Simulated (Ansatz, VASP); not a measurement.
# One calculation of InP, two programs

```
CELL_PARAMETERS angstrom
0.00000 2.77016 2.77016
2.77016 0.00000 2.77016
2.77016 2.77016 0.00000
ATOMIC_POSITIONS crystal
In 0.00000 0.00000 0.00000
P 0.50000 0.50000 0.50000
```

Alike in both runs: functional PBE; k mesh 14 × 14 × 14; occupations gaussian, width 0.1 eV; no spin polarisation.

Ansatz relaxed the structure, and its values are those at the end. VASP's run is a single point on that final structure, the one shown.

```csv
,VASP,Ansatz
version,VASP 6.6.1,Ansatz 0.2.0
potentials or method,"VASP PAW PBE potentials, release 64 (In_d, P), cutoff 520 eV","scalar-relativistic, plane waves, PAW"
valence electrons in the cell,18,18
```

|  | VASP | Ansatz | Ansatz less VASP |
| --- | --- | --- | --- |
| gap on the k mesh at the Fermi level (eV) | none | none | - |
| pressure (GPa) | 0.0 | 0.0 | +0.05 |

A gap of «none» marks a metal or a gap that the smearing closes. With one functional, cell and mesh, what is left measures potentials, basis and numerics.
